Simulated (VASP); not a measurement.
Crystal: SnO2.

```
Sn O
1.0
     3.02327    0.00000    0.00000
     0.00000    4.96468    0.00000
     0.00000    0.00000    5.97696
Sn O
1 2
Direct
  0.50000 0.50000 0.00000
  0.00000 0.50000 0.77572
  0.00000 0.50000 0.22428
```

| Quantity | Value |
| --- | --- |
| Program | VASP 6.6.1 |
| Task | relaxation of cell and atoms |
| Functional | PBE |
| Potentials or basis | VASP PAW PBE potentials, release 64 (Sn_d, O) |
| Cutoff | 600 eV |
| k mesh | 7 × 5 × 4 |
| Occupations | fermi-dirac, width 0.05 eV |
| Spin | no spin polarisation |

At the start: pressure 0.7 GPa; volume 29.90 Å³/atom.

Problem. Where does the relaxation end?

Solution. Over 41 steps the energy falls by 9.1 meV/atom and the volume is 37.46 Å³/atom (+25.3 %); space group Pmmm (No. 47, to 0.05 Å).

Step by step:
| step | energy change (eV) | largest force (eV/Å) | pressure (GPa) | volume (Å³) |
| --- | --- | --- | --- | --- |
| 1 | 0.0000 | 0.0905 | 0.69 | 89.71 |
| 3 | -0.0016 | 0.0551 | 0.11 | 90.33 |
| 5 | -0.0050 | 0.0141 | 0.10 | 91.97 |
| 7 | -0.0128 | 0.1823 | 0.08 | 99.52 |
| 9 | -0.0142 | 0.1706 | 0.07 | 100.14 |
| 11 | -0.0196 | 0.1185 | 0.04 | 102.91 |
| 13 | -0.0241 | 0.0722 | -0.17 | 114.27 |
| 15 | -0.0265 | 0.0069 | -0.07 | 110.40 |
| 17 | -0.0266 | 0.0158 | 0.06 | 109.81 |
| 19 | -0.0267 | 0.0023 | 0.02 | 109.86 |
| 21 | -0.0267 | 0.0188 | 0.00 | 109.78 |
| 23 | -0.0268 | 0.0167 | 0.02 | 109.51 |
| 25 | -0.0268 | 0.0148 | -0.01 | 109.23 |
| 27 | -0.0269 | 0.0047 | 0.04 | 109.25 |
| 29 | -0.0269 | 0.0092 | 0.05 | 109.31 |
| 31 | -0.0270 | 0.0071 | 0.03 | 109.72 |
| 33 | -0.0273 | 0.0000 | -0.03 | 111.39 |
| 35 | -0.0274 | 0.0020 | -0.05 | 112.03 |
| 37 | -0.0274 | 0.0083 | 0.01 | 112.28 |
| 39 | -0.0274 | 0.0093 | 0.01 | 112.32 |
| 41 | -0.0274 | 0.0006 | 0.00 | 112.37 |

Final structure:
```yaml
crystal:
  lattice:
    - [3.03285, 0.00000, 0.00000]
    - [0.00000, 5.71435, 0.00000]
    - [0.00000, 0.00000, 6.48390]
  atoms:
    - { symbol: Sn, position: [0.50000, 0.50000, 0.00000] }
    - { symbol: O, position: [0.00000, 0.50000, 0.79278] }
    - { symbol: O, position: [0.00000, 0.50000, 0.20722] }
```

Caveat: the volume moved by over 15 % at a fixed basis, so the end points are rough.
